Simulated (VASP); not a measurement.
# Al3Os (I4/mmm) in VASP: relaxation of cell and atoms with PBE

Aim: the relaxation of cell and atoms of Al3Os with PBE.

Program: VASP 6.6.1. These are calculated values, not measurements. Logs are shortened: lines on timing, memory, paths and dates and some standing lists are left out, and cuts for length are marked.

### Step 1. The cell of the first run

The structure is tetragonal, space group I4/mmm (No. 139). The conventional cell has a = 3.745 Å, b = 3.745 Å, c = 8.366 Å, α = 90.00°, β = 90.00°, γ = 90.00°. Al (site symmetry 4/mmm) has 4 Os at 2.65 Å and 8 Al at 2.81 Å within 3.5 Å. Within 3.5 Å of Al (site symmetry -4m2) lie 8 Al at 2.65 to 2.81 Å and 4 Os at 2.81 Å. Within 3.5 Å of Os (site symmetry 4/mmm) lie 12 Al at 2.65 to 2.81 Å.

### Step 2. Relaxation of cell and atoms, PBE

Contents of INCAR:

```
PREC = Accurate ; ENCUT = 600
EDIFF = 1E-7 ; ISMEAR = 0
SIGMA = 0.1 ; LREAL = F
LASPH = T ; NELM = 60
ALGO = Fast ; ISIF = 3
LWAVE = F ; LCHARG = F
GGA = PE ; IBRION = 2
NSW = 100 ; EDIFFG = -0.01
```

Contents of KPOINTS:

```
Automatic mesh
0
Gamma
  18 18 18
```

Contents of POSCAR:

```
Al3Os
1.0
   -1.8725153904      1.8725153904      4.1827616513
    1.8725153904     -1.8725153904      4.1827616513
    1.8725153904      1.8725153904     -4.1827616513
Al Os
3 1
Direct
    0.5000000000      0.5000000000      0.0000000000
    0.2500000000      0.7500000000      0.5000000000
    0.7500000000      0.2500000000      0.5000000000
    0.0000000000      0.0000000000      0.0000000000
```

Potentials or basis: VASP PAW PBE potentials, release 64 (Al, Os).

Command:

```console
$ cat potpaw_PBE.64/Al/POTCAR potpaw_PBE.64/Os/POTCAR > POTCAR
$ mpirun -np 1 vasp_std > vasp.out
```

OUTCAR:

```text
PREC = Accurate
   ENCUT = 600
   EDIFF = 1E-7
   ISMEAR = 0
   LREAL = F
   LASPH = T
   NELM = 60
   ISIF = 3
   GGA = PE
   IBRION = 2
   NSW = 100
   EDIFFG = -0.01

 ion  position               nearest neighbor table
   1  0.500  0.500  0.000-   4 2.65   4 2.65   4 2.65   4 2.65   2 2.81   2 2.81   3 2.81   3 2.81
                             3 2.81   2 2.81   3 2.81   2 2.81
   2  0.250  0.750  0.500-   3 2.65   3 2.65   3 2.65   3 2.65   4 2.81   4 2.81   1 2.81   1 2.81
                             4 2.81   1 2.81   4 2.81   1 2.81
   3  0.750  0.250  0.500-   2 2.65   2 2.65   2 2.65   2 2.65   1 2.81   1 2.81   4 2.81   4 2.81
                             4 2.81   1 2.81   4 2.81   1 2.81
   4  0.000  0.000  0.000-   1 2.65   1 2.65   1 2.65   1 2.65   3 2.81   3 2.81   2 2.81   2 2.81
                             3 2.81   2 2.81   3 2.81   2 2.81

  LATTYP: Found a body centered tetragonal cell.
 ALAT       =     3.7450307808
 C/A-ratio  =     2.2337662338

  Lattice vectors:

 A1 = (  -1.8725153904,   1.8725153904,   4.1827616513)
 A2 = (   1.8725153904,  -1.8725153904,   4.1827616513)
 A3 = (   1.8725153904,   1.8725153904,  -4.1827616513)

Analysis of symmetry for initial positions (statically):
=====================================================================
 Subroutine PRICEL returns:
 Original cell was already a primitive cell.

 Routine SETGRP: Setting up the symmetry group for a
 body centered tetragonal supercell.

 Subroutine GETGRP returns: Found 16 space group operations
 (whereof 16 operations were pure point group operations)
 out of a pool of 16 trial point group operations.

The static configuration has the point symmetry D_4h.

Analysis of symmetry for dynamics (positions and initial velocities):
=====================================================================
 Subroutine PRICEL returns:
 Original cell was already a primitive cell.

 Routine SETGRP: Setting up the symmetry group for a
 body centered tetragonal supercell.

 Subroutine GETGRP returns: Found 16 space group operations
 (whereof 16 operations were pure point group operations)
 out of a pool of 16 trial point group operations.

The dynamic configuration has the point symmetry D_4h.

 Subroutine INISYM returns: Found 16 space group operations
 (whereof 16 operations are pure point group operations),
 and found     1 'primitive' translations

----------------------------------------------------------------------------------------

                                     Primitive cell

  volume of cell :      58.6643

  direct lattice vectors                    reciprocal lattice vectors
    -1.872515390  1.872515390  4.182761651     0.000000000  0.267020502  0.119538248
     1.872515390 -1.872515390  4.182761651     0.267020502  0.000000000  0.119538248
     1.872515390  1.872515390 -4.182761651     0.267020502  0.267020502  0.000000000

  length of vectors
     4.950567928  4.950567928  4.950567928     0.292556561  0.292556561  0.377624016

  position of ions in fractional coordinates (direct lattice)
     0.500000000  0.500000000  0.000000000
     0.250000000  0.750000000  0.500000000
     0.750000000  0.250000000  0.500000000
     0.000000000  0.000000000  0.000000000

  ion indices of the primitive-cell ions
   primitive index   ion index
                 1           1
                 2           2
                 3           3
                 4           4

----------------------------------------------------------------------------------------

 KPOINTS: Automatic mesh

Automatic generation of k-mesh.
 Grid dimensions read from file:
 generate k-points for:   18   18   18

 Generating k-lattice:

  Cartesian coordinates                     Fractional coordinates (reciprocal lattice)
     0.000000000  0.014834472  0.006641014     0.055555556  0.000000000 -0.000000000
     0.014834472  0.000000000  0.006641014     0.000000000  0.055555556 -0.000000000
     0.014834472  0.014834472  0.000000000     0.000000000  0.000000000  0.055555556

  Length of vectors
     0.016253142  0.016253142  0.020979112

  Shift w.r.t. Gamma in fractional coordinates (k-lattice)
     0.000000000  0.000000000  0.000000000

 Subroutine IBZKPT returns following result:
 ===========================================

 Found    480 irreducible k-points:

 Following reciprocal coordinates:
            Coordinates               Weight
  0.000000  0.000000  0.000000      1.000000
  0.055556  0.000000  0.000000      8.000000
  0.111111  0.000000  0.000000      8.000000
  0.166667 -0.000000  0.000000      8.000000
  0.222222  0.000000  0.000000      8.000000
  0.277778 -0.000000  0.000000      8.000000
[... 16 lines left out ...]
 -0.277778  0.055556 -0.000000     16.000000
 -0.222222  0.055556  0.000000     16.000000
 [... further k-points ...]
   k-points           NKPTS =    480   k-points in BZ     NKDIM =    480   number of bands    NBANDS=     12
   number of dos      NEDOS =    301   number of ions     NIONS =      4
   total plane-waves  NPLWV =  64000
   dimension x,y,z NGX =    40 NGY =   40 NGZ =   40
   dimension x,y,z NGXF=    80 NGYF=   80 NGZF=   80
   ions per type =               3   1
   NGX,Y,Z   is equivalent  to a cutoff of  13.43, 13.43, 13.43 a.u.
   NGXF,Y,Z  is equivalent  to a cutoff of  26.86, 26.86, 26.86 a.u.
 SYSTEM =  unknown system
   PREC   = accura    normal or accurate (medium, high low for compatibility)
   ISTART =      0    job   : 0-new  1-cont  2-samecut
   ICHARG =      2    charge: 1-file 2-atom 10-const
   ISPIN  =      1    spin polarized calculation?
   LNONCOLLINEAR =      F non collinear calculations
   LSORBIT =      F    spin-orbit coupling
   LASPH  =      T    aspherical Exc in radial PAW
   ENCUT  =  600.0 eV  44.10 Ry    6.64 a.u.   9.89  9.89  9.89*2*pi/ulx,y,z
   NELM   =     60;   NELMIN=  2; NELMDL= -5     # of ELM steps
   EDIFF  = 0.1E-06   stopping-criterion for ELM
   LREAL  =      F    real-space projection
   EDIFFG = -.1E-01   stopping-criterion for IOM
   NSW    =    100    number of steps for IOM
   IBRION =      2    ionic relax: 0-MD 1-quasi-New 2-CG
   NFREE  =      1    steps in history (QN), initial steepest desc. (CG)
   ISIF   =      3    stress and relaxation
   ISYM   =      2    0-nonsym 1-usesym 2-fastsym
   POTIM  = 0.5000    time-step for ionic-motion
   TEBEG  =    0.0;   TEEND  =   0.0 temperature during run
   PSTRESS=    0.0 pullay stress
   NELECT =      17.0000    total number of electrons
   NUPDOWN=      -1.0000    fix difference up-down
   EMIN   =  10.00;   EMAX   =-10.00  energy-range for DOS
   EFERMI =   0.00;   METHOD = LEGACY
   ISMEAR =     0;   SIGMA  =   0.10  broadening in eV -4-tet -1-fermi 0-gaus
   EFERMI_NEDOS =   21; number of points for ismear=-14 and -15
   IALGO  =     68    algorithm
   IMIX   =      4    mixing-type and parameters
     AMIX     =   0.40;   BMIX     =  1.00
     AMIX_MAG =   1.60;   BMIX_MAG =  1.00
  volume/ion in A,a.u.               =      14.67        98.97
  Fermi-wavevector in a.u.,A,eV,Ry     =   1.083344  2.047224 15.968272  1.173635
  Thomas-Fermi vector in A             =   2.219408
   LORBIT       =      0    0 simple, 1 ext, 2 COOP (PROOUT), +10 PAW based schemes
   GGA     = PE    functional components
   LHFCALC =     F    Hartree Fock is set to
   AEXX    =    0.0000 exact exchange contribution
   IVDW    =     0    specifies the selected vdW correction
   LEPSILON=     F    determine dielectric tensor
   LRPA    =     F    only Hartree local field effects (RPA)
 conjugate gradient relaxation of ions
 non-spin polarized calculation
 RMM-DIIS sequential band-by-band and
 Gauss-broadening in eV      SIGMA  =   0.10
  energy-cutoff  :      600.00
  volume of cell :       58.66
 maximum number of plane-waves:      1985
   NGX = 19   NGY = 19   NGZ = 19

--------------------------------------- Ionic step        1  -------------------------------------------

 number of electron      17.0000000 magnetization

 Free energy of the ion-electron system (eV)
  ---------------------------------------------------
  ext. energy  EPLUGINS =         0.00000000
  ---------------------------------------------------
  free energy    TOTEN  =       -23.39298549 eV

  energy without entropy =      -23.38538268  energy(sigma->0) =      -23.38918409

------------------------ aborting loop because EDIFF is reached ----------------------------------------

  FORCE on cell =-STRESS in cart. coord.  units (eV):
  Direction    XX          YY          ZZ          XY          YZ          ZX
  --------------------------------------------------------------------------------------
  -------------------------------------------------------------------------------------
  Total        2.2776067      2.2776067     -5.2188291      0.0000000      0.0000000      0.0000000
  in kB       62.2035840     62.2035840   -142.5311382      0.0000000      0.0000000      0.0000000
  external PRESSURE =      -6.0413234 kB  Pullay stress =       0.0000000 kB
[... 175 lines left out ...]
  energy  without entropy=      -23.6726579751  energy(sigma->0) =      -23.67638113

--------------------------------------- Ionic step        6  -------------------------------------------

 number of electron      17.0000000 magnetization

 Free energy of the ion-electron system (eV)
  ---------------------------------------------------
  ext. energy  EPLUGINS =         0.00000000
  ---------------------------------------------------
  free energy    TOTEN  =       -23.68131689 eV

  energy without entropy =      -23.67388589  energy(sigma->0) =      -23.67760139

 E-fermi :   9.1485     XC(G=0): -11.4483

 val. band max:        9.1448970474   @ k =  -0.3333   0.4444   0.1667
 cond. band min:       9.1487083823   @ k =   0.2222   0.2222   0.2222
 fundamental gap:      0.0038113349
 Fermi energy:         9.1484814648

 k-point     1 :       0.0000    0.0000    0.0000
  band No.  band energies     occupation
      1      -2.5160      2.00000
      2       5.1309      2.00000
      3       5.2427      2.00000
      4       5.3936      2.00000
      5       5.3936      2.00000
      6       6.7196      2.00000
      7       7.2261      2.00000
      8       9.8171      0.00000
      9       9.8171      0.00000
     10      10.5258      0.00000
     11      10.8484      0.00000
     12      12.7467      0.00000
[... 331 lines left out ...]
 k-point    24 :      -0.2222    0.0556    0.0000
  band No.  band energies     occupation
      1      -1.8829      2.00000
      2       3.8643      2.00000
      3       4.8846      2.00000
      4       5.4120      2.00000
      5       5.6613      2.00000
      6       6.4101      2.00000
      7       7.5146      2.00000
      8       8.3371      2.00000
      9       9.4846      0.00000
     10      10.6814      0.00000
     11      11.7868      0.00000
     12      12.5849      0.00000

 [... further k-points ...]
[... 5 lines left out ...]
  --------------------------------------------------------------------------------------
  -------------------------------------------------------------------------------------
  Total        0.0059191      0.0059191     -0.0061481      0.0000000      0.0000000      0.0000000
  in kB        0.1632972      0.1632972     -0.1696148      0.0000000      0.0000000      0.0000000
  external PRESSURE =       0.0523266 kB  Pullay stress =       0.0000000 kB
[... 19 lines left out ...]
  FREE ENERGIE OF THE ION-ELECTRON SYSTEM (eV)
  ---------------------------------------------------
  free  energy   TOTEN  =       -23.6813168889 eV

  energy  without entropy=      -23.6738858900  energy(sigma->0) =      -23.67760139

 reached required accuracy - stopping structural energy minimisation
```

It took 38 min on 1 thread of Intel Xeon 8259CL, shared host; peak memory 0.65 GiB.

What came out:

| Quantity | Value |
| --- | --- |
| Free energy | -23.6813 eV |
| Relaxed volume | 14.52 Å³/atom |
| Relaxed cell | a = 4.727 Å, b = 4.727 Å, c = 4.727 Å, α = 131.47°, β = 131.47°, γ = 71.07° |
| Space group after relaxing (to 0.1 Å) | I4/mmm (No. 139) |
| Energy gained by relaxing | 72.1 meV/atom |
| Ionic steps | 6 |
| Pressure after relaxing | 0.0 GPa |
| Band gap on the k mesh | zero (an odd number of electrons rules out a gap without spin polarisation) |

The path:
| step | energy change (eV) | largest force (eV/Å) | pressure (GPa) | volume (Å³) |
| --- | --- | --- | --- | --- |
| 1 | 0.0000 | 0.0000 | -0.60 | 58.66 |
| 2 | -0.2738 | 0.0000 | 0.20 | 58.03 |
| 3 | -0.2873 | 0.0000 | 0.73 | 57.82 |
| 4 | -0.2876 | 0.0000 | 0.83 | 57.78 |
| 5 | -0.2871 | 0.0000 | -1.02 | 58.45 |
| 6 | -0.2883 | 0.0000 | 0.01 | 58.07 |

Final structure:
```
Al Os
1.0
    -1.94276    1.94276    3.84673
     1.94276   -1.94276    3.84673
     1.94276    1.94276   -3.84673
Al Os
3 1
Cartesian
  0.0000 0.0000 3.8467
  1.9428 0.0000 1.9234
  0.0000 1.9428 1.9234
  0.0000 0.0000 0.0000
```

Levels at points of the mesh, in eV from the Fermi level:
```
           k point  band 7  band 8  band 9  band 10  band 11  band 12
(0.00, 0.00, 0.00)   -1.92    0.67    0.67     1.38     1.70     3.60
(0.50, 0.00, 0.00)   -2.31   -0.98    0.82     1.35     1.81     4.04
(0.50, 0.50, 0.00)   -3.12   -1.15   -0.76     1.45     2.45     3.00
(0.50, 0.50, 0.50)   -2.09   -2.09   -1.69     1.73     4.55     6.09
```

Caveat: spin-orbit coupling is left out, which moves the levels of the heavy elements.
